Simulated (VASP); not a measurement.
Here is a VASP 6.6.1 calculation.

File INCAR:

```
SYSTEM = WSe2
  PREC = Accurate
  ENCUT = 450
  EDIFF = 1E-7
  ISMEAR = 0
  SIGMA = 0.01
  LREAL = .FALSE.
  LASPH = .TRUE.
  NELM = 120
  ALGO = Normal
  ISIF = 2
  LWAVE = .FALSE.
  LCHARG = .FALSE.
  GGA = PE
  IBRION = 2
  NSW = 100
  EDIFFG = -0.03
  GGA_COMPAT = .FALSE.
  NELMIN = 4
```

Contents of KPOINTS:

```
Automatic mesh
0
G
  2 2 1
  0 0 0
```

POSCAR

```
WSe2
1.0
    6.4998547650      0.0000000550      0.0000000000
   -3.2499274300      5.6290393150      0.0000000000
    0.0000000000      0.0000000000     12.8261208300
W Se
8 16
Direct
    0.3333333350      0.1666666650      0.7500000000
    0.1666666650      0.3333333350      0.2500000000
    0.3333333350      0.6666666650      0.7500000000
    0.1666666650      0.8333333350      0.2500000000
    0.8333333350      0.1666666650      0.7500000000
    0.6666666650      0.3333333350      0.2500000000
    0.8333333350      0.6666666650      0.7500000000
    0.6666666650      0.8333333350      0.2500000000
    0.1666666650      0.3333333350      0.8799483400
    0.3333333350      0.1666666650      0.3799483400
    0.1666666650      0.3333333350      0.6200516600
    0.3333333350      0.1666666650      0.1200516600
    0.1666666650      0.8333333350      0.8799483400
    0.3333333350      0.6666666650      0.3799483400
    0.1666666650      0.8333333350      0.6200516600
    0.3333333350      0.6666666650      0.1200516600
    0.6666666650      0.3333333350      0.8799483400
    0.8333333350      0.1666666650      0.3799483400
    0.6666666650      0.3333333350      0.6200516600
    0.8333333350      0.1666666650      0.1200516600
    0.6666666650      0.8333333350      0.8799483400
    0.8333333350      0.6666666650      0.3799483400
    0.6666666650      0.8333333350      0.6200516600
    0.8333333350      0.6666666650      0.1200516600
```

Potentials or basis: VASP PAW PBE potentials, release 64 (W_sv, Se).

Command:

```bash
$ cat potpaw_PBE.64/W_sv/POTCAR potpaw_PBE.64/Se/POTCAR > POTCAR
$ mpirun -np 1 vasp_std > vasp.out
```

What does it give for the energy gained by relaxing?

3.8 meV/atom.

Predict the band gap on the k mesh.

1.31 eV.

Stress tensor (GPa, compression positive):
```
6.64 0.00 0.00
0.00 6.64 0.00
0.00 0.00 5.42
```

Caveat: the k points lie up to 0.56 Å⁻¹ apart; spin-orbit coupling is left out, which moves the levels of the heavy elements; this functional lacks dispersion, which binds the layers, so the pressure and a relaxed spacing across them are unreliable. As with any semilocal functional, this PBE gap is likely too small.
